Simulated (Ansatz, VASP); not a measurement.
**Two plane-wave programs on SrCl2**

POSCAR

```
SrCl2
1.0
   -0.3679527998      3.3115751979      3.3115751979
    3.3115751979     -0.3679527998      3.3115751979
    3.3115751979      3.3115751979     -0.3679527998
Sr Cl
1 2
Direct
    0.0000000000      0.0000000000      0.0000000000
    0.2500000000      0.2500000000      0.2500000000
    0.7500000000      0.7500000000      0.7500000000
```

INCAR.step1

```
  ALGO = Normal
  EDIFF = 1E-4
  ENCUT = 520
  GGA = PE
  ISMEAR = 0
  LASPH = True
  LCHARG = False
  LREAL = False
  LWAVE = True
  NBANDS = 19
  NELM = 100
  PREC = Accurate
  SIGMA = 0.05
```

INCAR.step2

```
  ALGO = Normal
  EDIFF = 1E-6
  ENCUT = 520
  ISIF = 2
  ISMEAR = 0
  ISTART = 1
  LASPH = True
  LCHARG = True
  LELF = True
  LMIXTAU = True
  LREAL = False
  LVHAR = True
  LWAVE = False
  METAGGA = R2SCAN
  NBANDS = 19
  NELM = 100
  PREC = Accurate
  SIGMA = 0.05
```

KPOINTS

```
k-points
0
Gamma
  6 6 6
```

Input for Ansatz:

```yaml
crystal:
  lattice:
    - [-0.3679527998, 3.3115751979, 3.3115751979]
    - [3.3115751979, -0.3679527998, 3.3115751979]
    - [3.3115751979, 3.3115751979, -0.3679527998]
  atoms:
    - { symbol: Sr, position: [0.0, 0.0, 0.0] }
    - { symbol: Cl, position: [0.25, 0.25, 0.25] }
    - { symbol: Cl, position: [0.75, 0.75, 0.75] }
basis:
  ecutwfc: 500
kpoints:
  mp_grid: { grid: [6, 6, 6] }
hamiltonian:
  xc: r2scan
scf:
  occupations: { method: gaussian, width: 0.05 }
output:
  forces: true
  stress: true
  eigenvalues: true
```

Alike in both runs: task single point; functional r2SCAN; k mesh 6 × 6 × 6; occupations gaussian, width 0.05 eV; no spin polarisation.

|  | VASP | Ansatz |
| --- | --- | --- |
| version | VASP 6.6.1 | Ansatz 0.2.0 |
| potentials or method | VASP PAW PBE potentials, release 64 (Sr_sv, Cl), cutoff 520 eV | scalar-relativistic, plane waves, PAW |
| valence electrons in the cell | 24 | 24 |

```tsv
	VASP	Ansatz	Ansatz less VASP
gap on the k mesh at the Fermi level (eV)	5.98	5.98	+0.003
least direct gap on the mesh (eV)	6.13	6.14	+0.001
pressure (GPa)	2.3	2.2	-0.07
traceless stress, the component that is largest in VASP (GPa)	3.44	3.37	-0.073
rms of the force components (eV/Å)	0.474	0.462	-0.0119
```

VASP's potentials were made for PBE, not for r2SCAN. Atom by atom the forces differ by 0.012 eV/Å (rms over components).
